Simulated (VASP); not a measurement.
# C (Fd-3m) in VASP: further runs

C is run at these levels: PBEsol-based global hybrid with 25 % exact exchange; tasks: single point.

All numbers are computed with VASP 6.6.1; they aren't measurements. Logs are shortened: lines on timing, memory, paths and dates and some standing lists are left out, and cuts for length are marked.

**1. The cell of the first run**

Symmetry: Fd-3m, No. 227, cubic system. Conventional cell: a = 3.494 Å, b = 3.494 Å, c = 3.494 Å, α = 90.00°, β = 90.00°, γ = 90.00°. Within 2.0 Å of C (site symmetry -43m) lie 4 C at 1.51 Å.

**2. Single point, PBEsol-based global hybrid with 25 % exact exchange**

File POSCAR:

```
C
1.0
    0.0000000000      1.7469644787      1.7469644787
    1.7469644787      0.0000000000      1.7469644787
    1.7469644787      1.7469644787      0.0000000000
C
2
Direct
    0.7500000000      0.7500000000      0.7500000000
    0.5000000000      0.5000000000      0.5000000000
```

File INCAR.step1:

```
SYSTEM = C
PREC     = Accurate       ! precision mode
ENCUT    = 520            ! plane-wave cutoff, eV
EDIFF    = 1E-5           ! SCF threshold, eV
ISMEAR   = -1             ! smearing method
SIGMA    = 0.05           ! smearing width, eV
LREAL    = .FALSE.        ! projectors in reciprocal space
LASPH    = .TRUE.         ! aspherical terms in the spheres
NELM     = 60             ! most SCF steps
ALGO     = Normal         ! electronic algorithm
ISIF     = 2              ! what is computed and relaxed
LWAVE    = .TRUE.         ! write WAVECAR
LCHARG   = .FALSE.        ! write CHGCAR
NBANDS   = 11             ! bands
GGA      = PE             ! functional
```

File INCAR.step2:

```
SYSTEM = C
PREC     = Accurate       ! precision mode
ENCUT    = 520            ! plane-wave cutoff, eV
EDIFF    = 1E-6           ! SCF threshold, eV
ISMEAR   = -1             ! smearing method
SIGMA    = 0.05           ! smearing width, eV
LREAL    = .FALSE.        ! projectors in reciprocal space
LASPH    = .TRUE.         ! aspherical terms in the spheres
NELM     = 60             ! most SCF steps
ALGO     = Normal         ! electronic algorithm
ISIF     = 2              ! what is computed and relaxed
LWAVE    = .FALSE.        ! write WAVECAR
LCHARG   = .FALSE.        ! write CHGCAR
GGA      = PS             ! functional
LHFCALC  = .TRUE.         ! exact exchange
AEXX     = 0.25           ! exact-exchange fraction
PRECFOCK = Normal       
NBANDS   = 11             ! bands
ISTART   = 1
```

File KPOINTS:

```
regular mesh
0
G
  7 7 7
  0 0 0
```

Potentials or basis: VASP PAW PBE potentials, release 64 (C).

The run is started by

```
cat potpaw_PBE.64/C/POTCAR > POTCAR
cp INCAR.step1 INCAR
mpirun -np 1 vasp_std > vasp.out
cp INCAR.step2 INCAR
mpirun -np 1 vasp_std > vasp.out
```

OUTCAR:

```text
SYSTEM = C
   PREC = Accurate
   ENCUT = 520
   EDIFF = 1E-6
   ISMEAR = -1
   LREAL = .FALSE.
   LASPH = .TRUE.
   NELM = 60
   ISIF = 2
   GGA = PS
   LHFCALC = .TRUE.
   AEXX = 0.25
   PRECFOCK = Normal
   ISTART = 1

 ion  position               nearest neighbor table
   1  0.750  0.750  0.750-   2 1.51   2 1.51   2 1.51   2 1.51
   2  0.500  0.500  0.500-   1 1.51   1 1.51   1 1.51   1 1.51

  LATTYP: Found a face centered cubic cell.
 ALAT       =     3.4939289574

  Lattice vectors:

 A1 = (   0.0000000000,   1.7469644787,   1.7469644787)
 A2 = (   1.7469644787,   0.0000000000,   1.7469644787)
 A3 = (   1.7469644787,   1.7469644787,   0.0000000000)

Analysis of symmetry for initial positions (statically):
=====================================================================
 Subroutine PRICEL returns:
 Original cell was already a primitive cell.

 Routine SETGRP: Setting up the symmetry group for a
 face centered cubic supercell.

 Subroutine GETGRP returns: Found 48 space group operations
 (whereof 24 operations were pure point group operations)
 out of a pool of 48 trial point group operations.

The static configuration has the point symmetry T_d .
 The point group associated with its full space group is O_h .

Analysis of symmetry for dynamics (positions and initial velocities):
=====================================================================
 Subroutine PRICEL returns:
 Original cell was already a primitive cell.

 Routine SETGRP: Setting up the symmetry group for a
 face centered cubic supercell.

 Subroutine GETGRP returns: Found 48 space group operations
 (whereof 24 operations were pure point group operations)
 out of a pool of 48 trial point group operations.

The dynamic configuration has the point symmetry T_d .
 The point group associated with its full space group is O_h .

 Subroutine INISYM returns: Found 48 space group operations
 (whereof 24 operations are pure point group operations),
 and found     1 'primitive' translations

----------------------------------------------------------------------------------------

                                     Primitive cell

  volume of cell :      10.6631

  direct lattice vectors                    reciprocal lattice vectors
     0.000000000  1.746964479  1.746964479    -0.286210742  0.286210742  0.286210742
     1.746964479  0.000000000  1.746964479     0.286210742 -0.286210742  0.286210742
     1.746964479  1.746964479  0.000000000     0.286210742  0.286210742 -0.286210742

  length of vectors
     2.470580859  2.470580859  2.470580859     0.495731547  0.495731547  0.495731547

  position of ions in fractional coordinates (direct lattice)
     0.750000000  0.750000000  0.750000000
     0.500000000  0.500000000  0.500000000

  ion indices of the primitive-cell ions
   primitive index   ion index
                 1           1
                 2           2

----------------------------------------------------------------------------------------

 KPOINTS: regular mesh

Automatic generation of k-mesh.
 Grid dimensions read from file:
 generate k-points for:    7    7    7

 Generating k-lattice:

  Cartesian coordinates                     Fractional coordinates (reciprocal lattice)
    -0.040887249  0.040887249  0.040887249     0.142857143  0.000000000  0.000000000
     0.040887249 -0.040887249  0.040887249     0.000000000  0.142857143  0.000000000
     0.040887249  0.040887249 -0.040887249     0.000000000  0.000000000  0.142857143

  Length of vectors
     0.070818792  0.070818792  0.070818792

  Shift w.r.t. Gamma in fractional coordinates (k-lattice)
     0.000000000  0.000000000  0.000000000

 Subroutine IBZKPT returns following result:
 ===========================================

 Found     20 irreducible k-points:

 Following reciprocal coordinates:
            Coordinates               Weight
  0.000000  0.000000  0.000000      1.000000
  0.142857  0.000000  0.000000      8.000000
  0.285714  0.000000  0.000000      8.000000
  0.428571  0.000000  0.000000      8.000000
  0.142857  0.142857  0.000000      6.000000
  0.285714  0.142857  0.000000     24.000000
[... 12 lines left out ...]
 -0.428571  0.428571  0.142857     24.000000
 -0.285714  0.428571  0.142857     24.000000
   k-points           NKPTS =     20   k-points in BZ     NKDIM =    343   number of bands    NBANDS=     11
   number of dos      NEDOS =    301   number of ions     NIONS =      2
   total plane-waves  NPLWV =   5832
   dimension x,y,z NGX =    18 NGY =   18 NGZ =   18
   dimension x,y,z NGXF=    36 NGYF=   36 NGZF=   36
   ions per type =               2
   NGX,Y,Z   is equivalent  to a cutoff of  12.11, 12.11, 12.11 a.u.
   NGXF,Y,Z  is equivalent  to a cutoff of  24.22, 24.22, 24.22 a.u.
 SYSTEM =  C
   PREC   = accura    normal or accurate (medium, high low for compatibility)
   ISTART =      1    job   : 0-new  1-cont  2-samecut
   ICHARG =      0    charge: 1-file 2-atom 10-const
[... 29 lines left out ...]
  Thomas-Fermi vector in A             =   2.600714
   LORBIT       =      0    0 simple, 1 ext, 2 COOP (PROOUT), +10 PAW based schemes
   GGA     = PS    functional components
   LHFCALC =     T    Hartree Fock is set to
   PRECFOCK=normal    Normal, Fast or Accurate (Low or Medium for compatibility)
   ENCUT4O =  -1.0   cutoff for four orbital integrals eV
   NKREDX  =     1    reduce k-point grid by
   NKREDY  =     1    reduce k-point grid by
   NKREDZ  =     1    reduce k-point grid by
   AEXX    =    0.2500 exact exchange contribution
   HFSCREEN=    0.0000 screening length (either q_TF or 0.3 A-1)
   HFSCREENC=   0.0000 screening length for correlation (either q_TF or 0.3 A-1)
   ENCUTFOCK=  -1.0 apply spherical cutoff to Coloumb kernel
   IVDW    =     0    specifies the selected vdW correction
   LEPSILON=     F    determine dielectric tensor
   LRPA    =     F    only Hartree local field effects (RPA)
 non-spin polarized calculation
  energy-cutoff  :      520.00
  volume of cell :       10.66
 maximum number of plane-waves:       298
  NGX = 14; NGY = 14; NGZ = 14

 number of electron       8.0000001 magnetization

 Free energy of the ion-electron system (eV)
  ---------------------------------------------------
  ext. energy  EPLUGINS =         0.00000000
  ---------------------------------------------------
  free energy    TOTEN  =       -22.87273659 eV

  energy without entropy =      -22.87273659  energy(sigma->0) =      -22.87273659

 E-fermi :  10.6277     XC(G=0): -10.7643

 val. band max:        9.6040561792   @ k =   0.0000   0.0000   0.0000
 cond. band min:      15.8383573690   @ k =   0.4286   0.4286   0.0000
 fundamental gap:      6.2343011898
 Fermi energy:        10.6276864601

 k-point     1 :       0.0000    0.0000    0.0000
  band No.  band energies     occupation
      1     -14.8820      2.00000
      2       9.6041      2.00000
      3       9.6041      2.00000
      4       9.6041      2.00000
      5      17.4853      0.00000
      6      17.4853      0.00000
      7      17.4853      0.00000
      8      27.1956      0.00000
      9      31.8976      0.00000
     10      39.4020      0.00000
     11      39.4020      0.00000

 k-point     2 :       0.1429    0.0000    0.0000
  band No.  band energies     occupation
      1     -14.2452      2.00000
      2       6.2005      2.00000
      3       8.6733      2.00000
      4       8.6733      2.00000
      5      18.7138      0.00000
      6      18.7138      0.00000
      7      19.2627      0.00000
      8      27.5226      0.00000
      9      32.8309      0.00000
     10      35.6384      0.00000
     11      35.6384      0.00000

 k-point     3 :       0.2857    0.0000    0.0000
  band No.  band energies     occupation
      1     -12.3567      2.00000
      2       0.6238      2.00000
      3       7.2609      2.00000
      4       7.2609      2.00000
      5      20.2741      0.00000
      6      20.2741      0.00000
      7      20.8984      0.00000
      8      28.1746      0.00000
      9      33.7529      0.00000
     10      35.1649      0.00000
     11      35.1649      0.00000
[... 211 lines left out ...]
 k-point    19 :      -0.4286    0.4286    0.1429
  band No.  band energies     occupation
      1      -6.7753      2.00000
      2      -2.2267      2.00000
      3       0.8203      2.00000
      4       1.5510      2.00000
      5      18.9461      0.00000
      6      20.1220      0.00000
      7      26.9202      0.00000
      8      29.3544      0.00000
      9      34.5046      0.00000
     10      36.3560      0.00000
     11      43.2855      0.00000

 k-point    20 :      -0.2857    0.4286    0.1429
  band No.  band energies     occupation
      1      -5.1967      2.00000
      2      -3.3417      2.00000
      3      -1.0555      2.00000
      4       1.9267      2.00000
      5      20.1070      0.00000
      6      24.1312      0.00000
      7      25.9984      0.00000
      8      26.8387      0.00000
      9      32.5189      0.00000
     10      36.5848      0.00000
     11      41.1268      0.00000

------------------------ aborting loop because EDIFF is reached ----------------------------------------

  FORCE on cell =-STRESS in cart. coord.  units (eV):
  Direction    XX          YY          ZZ          XY          YZ          ZX
  --------------------------------------------------------------------------------------
  -------------------------------------------------------------------------------------
  Total        1.2539170      1.2539170      1.2539170     -0.0000000      0.0000000      0.0000000
  in kB      188.4070473    188.4070473    188.4070473     -0.0000000      0.0000000      0.0000000
  external PRESSURE =     188.4070473 kB  Pullay stress =       0.0000000 kB

 VOLUME and BASIS-vectors are now :
 -----------------------------------------------------------------------------
  energy-cutoff  :      520.00
  volume of cell :       10.66
      direct lattice vectors                 reciprocal lattice vectors
     0.000000000  1.746964479  1.746964479    -0.286210742  0.286210742  0.286210742
     1.746964479  0.000000000  1.746964479     0.286210742 -0.286210742  0.286210742
     1.746964479  1.746964479  0.000000000     0.286210742  0.286210742 -0.286210742

 POSITION                                       TOTAL-FORCE (eV/Angst)
 -----------------------------------------------------------------------------------
      2.62045      2.62045      2.62045         0.000000      0.000000      0.000000
      1.74696      1.74696      1.74696        -0.000000     -0.000000     -0.000000
 -----------------------------------------------------------------------------------
    total drift:                               -0.000000      0.000000      0.000000

  FREE ENERGIE OF THE ION-ELECTRON SYSTEM (eV)
  ---------------------------------------------------
  free  energy   TOTEN  =       -22.8727365898 eV

  energy  without entropy=      -22.8727365898  energy(sigma->0) =      -22.87273659
```

It took 3.5 min on 1 thread of AMD EPYC 7R13 (Zen 3), shared host; peak memory 0.09 GiB.

What came out:

```
Free energy            : -22.8727 eV
Pressure               : 18.8 GPa
Band gap on the k mesh : 6.23 eV (least direct gap 7.88 eV)
```

Caveat: the k points lie up to 0.44 Å⁻¹ apart; the PAW data sets were made with another functional, which shifts forces and pressure a little; an odd mesh through Γ misses points on the zone boundary, where band edges can lie.

**3. Single point, PBEsol-based global hybrid with 25 % exact exchange**

This run uses another cell than the first one, of 5.44 Å³/atom.

File POSCAR:

```
C
1.0
    0.0000000000      1.7592674508      1.7592674508
    1.7592674508      0.0000000000      1.7592674508
    1.7592674508      1.7592674508      0.0000000000
C
2
Direct
    0.7500000000      0.7500000000      0.7500000000
    0.5000000000      0.5000000000      0.5000000000
```

File INCAR.step1:

```
ALGO = Normal
EDIFF = 1E-5
ENCUT = 520
GGA = PE
ISIF = 2
ISMEAR = -1
LASPH = True
LREAL = False
LWAVE = True
NBANDS = 11
NELM = 80
PREC = Accurate
SIGMA = 0.05
```

File INCAR.step2:

```
AEXX = 0.25
ALGO = Normal
EDIFF = 1E-6
ENCUT = 520
GGA = PS
ISIF = 2
ISMEAR = -1
ISTART = 1
LASPH = True
LCHARG = True
LELF = True
LHFCALC = True
LREAL = False
LVHAR = True
LWAVE = False
NBANDS = 11
NELM = 80
PREC = Accurate
PRECFOCK = Normal
SIGMA = 0.05
```

File KPOINTS:

```
k-points
0
Gamma
  7 7 7
```

Potentials or basis: VASP PAW PBE potentials, release 64 (C).

The run is started by

```
cat potpaw_PBE.64/C/POTCAR > POTCAR
cp INCAR.step1 INCAR
mpirun -np 1 vasp_std > vasp.out
cp INCAR.step2 INCAR
mpirun -np 1 vasp_std > vasp.out
```

Wall time 3.9 min (1 thread of AMD EPYC 7R13 (Zen 3), shared host); peak memory 0.09 GiB.

Results (log left out):

```
Free energy            : -22.8918 eV
Pressure               : 7.7 GPa
Band gap on the k mesh : 6.18 eV (least direct gap 7.82 eV)
```

Levels at points of the mesh, in eV from the valence-band top:
```
           k point  band 1  band 2  band 3  band 4  band 5  band 6  band 7  band 8
(0.00, 0.00, 0.00)  -24.18    0.00    0.00    0.00    7.82    7.82    7.82   17.07
```

Caveat: the k points lie up to 0.44 Å⁻¹ apart; the PAW data sets were made with another functional, which shifts forces and pressure a little; an odd mesh through Γ misses points on the zone boundary, where band edges can lie.

**4. Single point, PBEsol-based global hybrid with 25 % exact exchange**

This run uses another cell than the first one, of 5.56 Å³/atom.

File POSCAR:

```
C
1.0
    0.0000000000      1.7714007132      1.7714007132
    1.7714007132      0.0000000000      1.7714007132
    1.7714007132      1.7714007132      0.0000000000
C
2
Direct
    0.7500000000      0.7500000000      0.7500000000
    0.5000000000      0.5000000000      0.5000000000
```

File INCAR.step1:

```
SYSTEM = C
ALGO     = Normal         ! electronic algorithm
EDIFF    = 1E-5           ! SCF threshold, eV
ENCUT    = 520            ! plane-wave cutoff, eV
GGA      = PE             ! functional
ISIF     = 2              ! what is computed and relaxed
ISMEAR   = -1             ! smearing method
LASPH    = .True.         ! aspherical terms in the spheres
LCHARG   = .False.        ! write CHGCAR
LREAL    = .False.        ! projectors in reciprocal space
LWAVE    = .True.         ! write WAVECAR
NBANDS   = 11             ! bands
NELM     = 60             ! most SCF steps
PREC     = Accurate       ! precision mode
SIGMA    = 0.05           ! smearing width, eV
```

File INCAR.step2:

```
SYSTEM = C
AEXX     = 0.25           ! exact-exchange fraction
ALGO     = Normal         ! electronic algorithm
EDIFF    = 1E-7           ! SCF threshold, eV
ENCUT    = 520            ! plane-wave cutoff, eV
GGA      = PS             ! functional
ISIF     = 2              ! what is computed and relaxed
ISMEAR   = -1             ! smearing method
ISTART   = 1            
LASPH    = .True.         ! aspherical terms in the spheres
LCHARG   = .False.        ! write CHGCAR
LHFCALC  = .True.         ! exact exchange
LREAL    = .False.        ! projectors in reciprocal space
LWAVE    = .False.        ! write WAVECAR
NBANDS   = 11             ! bands
NELM     = 60             ! most SCF steps
PREC     = Accurate       ! precision mode
PRECFOCK = Normal       
SIGMA    = 0.05           ! smearing width, eV
```

File KPOINTS:

```
k-points
0
Gamma
  7 7 7
  0 0 0
```

The run is started by

```
cat potpaw_PBE.64/C/POTCAR > POTCAR
cp INCAR.step1 INCAR
mpirun -np 1 vasp_std > vasp.out
cp INCAR.step2 INCAR
mpirun -np 1 vasp_std > vasp.out
```

Wall time 4.5 min (1 thread of AMD EPYC 7R13 (Zen 3), shared host); peak memory 0.09 GiB.

It converged, with:

| Quantity | Value |
| --- | --- |
| Free energy | -22.8959 eV |
| Pressure | -2.4 GPa |
| Band gap on the k mesh | 6.13 eV (least direct gap 7.75 eV) |

Levels at points of the mesh, in eV from the valence-band top:
| k point | band 1 | band 2 | band 3 | band 4 | band 5 | band 6 | band 7 | band 8 |
| --- | --- | --- | --- | --- | --- | --- | --- | --- |
| (0.00, 0.00, 0.00) | -23.88 | 0.00 | 0.00 | 0.00 | 7.75 | 7.75 | 7.75 | 16.57 |

Caveat: the k points lie up to 0.44 Å⁻¹ apart; the PAW data sets were made with another functional, which shifts forces and pressure a little; an odd mesh through Γ misses points on the zone boundary, where band edges can lie.

**5. Single point, PBEsol-based global hybrid with 25 % exact exchange**

This run uses another cell than the first one, of 5.67 Å³/atom.

File POSCAR:

```
C
1.0
    0.0000000000      1.7833700000      1.7833700000
    1.7833700000      0.0000000000      1.7833700000
    1.7833700000      1.7833700000      0.0000000000
C
2
Direct
    0.7500000000      0.7500000000      0.7500000000
    0.5000000000      0.5000000000      0.5000000000
```

File INCAR.step1:

```
SYSTEM = C
  ALGO = Normal
  EDIFF = 1E-5
  ENCUT = 520
  GGA = PE
  ISIF = 2
  ISMEAR = -1
  LASPH = .TRUE.
  LCHARG = .FALSE.
  LREAL = .FALSE.
  LWAVE = .TRUE.
  NBANDS = 11
  NELM = 100
  PREC = Accurate
  SIGMA = 0.05
```

File INCAR.step2:

```
SYSTEM = C
  AEXX = 0.25
  ALGO = Normal
  EDIFF = 1E-6
  ENCUT = 520
  GGA = PS
  ISIF = 2
  ISMEAR = -1
  ISTART = 1
  LASPH = .TRUE.
  LCHARG = .FALSE.
  LHFCALC = .TRUE.
  LREAL = .FALSE.
  LWAVE = .FALSE.
  NBANDS = 11
  NELM = 100
  PREC = Accurate
  PRECFOCK = Normal
  SIGMA = 0.05
```

File KPOINTS:

```
k-points
0
G
  7 7 7
  0 0 0
```

The run is started by

```
cat potpaw_PBE.64/C/POTCAR > POTCAR
cp INCAR.step1 INCAR
mpirun -np 1 vasp_std > vasp.out
cp INCAR.step2 INCAR
mpirun -np 1 vasp_std > vasp.out
```

Run time: 5 min. Hardware: 1 thread of AMD EPYC 7R13 (Zen 3), shared host; peak memory 0.09 GiB.

The run converged. Its results:

| Property | Result |
| --- | --- |
| Free energy | -22.8862 eV |
| Pressure | -11.7 GPa |
| Band gap on the k mesh | 6.08 eV (least direct gap 7.69 eV) |

Levels at points of the mesh, in eV from the valence-band top:
```tsv
k point	band 1	band 2	band 3	band 4	band 5	band 6	band 7	band 8
(0.00, 0.00, 0.00)	-23.60	0.00	0.00	0.00	7.69	7.69	7.69	16.08
```

Caveat: the k points lie up to 0.44 Å⁻¹ apart; the PAW data sets were made with another functional, which shifts forces and pressure a little; an odd mesh through Γ misses points on the zone boundary, where band edges can lie.

**6. The runs side by side**

| cell | gap on the mesh (eV) | pressure (GPa) |
| --- | --- | --- |
| a = 2.471 Å, angles 60.0°, 2 atoms | 6.23 | 18.8 |
| a = 2.488 Å, angles 60.0°, 2 atoms | 6.18 | 7.7 |
| a = 2.505 Å, angles 60.0°, 2 atoms | 6.13 | -2.4 |
| a = 2.522 Å, angles 60.0°, 2 atoms | 6.08 | -11.7 |

Alike in all rows: task single point; level PBEsol-based global hybrid with 25 % exact exchange; potentials or basis VASP PAW PBE potentials, release 64 (C); no spin polarisation; k mesh 7 × 7 × 7; cutoff (eV) 520; smearing fermi-dirac 0.05 eV.

Caveats: all runs use coarse meshes; the PAW data sets were made with another functional, which shifts forces and pressure a little; an odd mesh through Γ misses points on the zone boundary, where band edges can lie.

Total energies depend on the potentials used, so only differences within one code and one set of settings carry meaning.
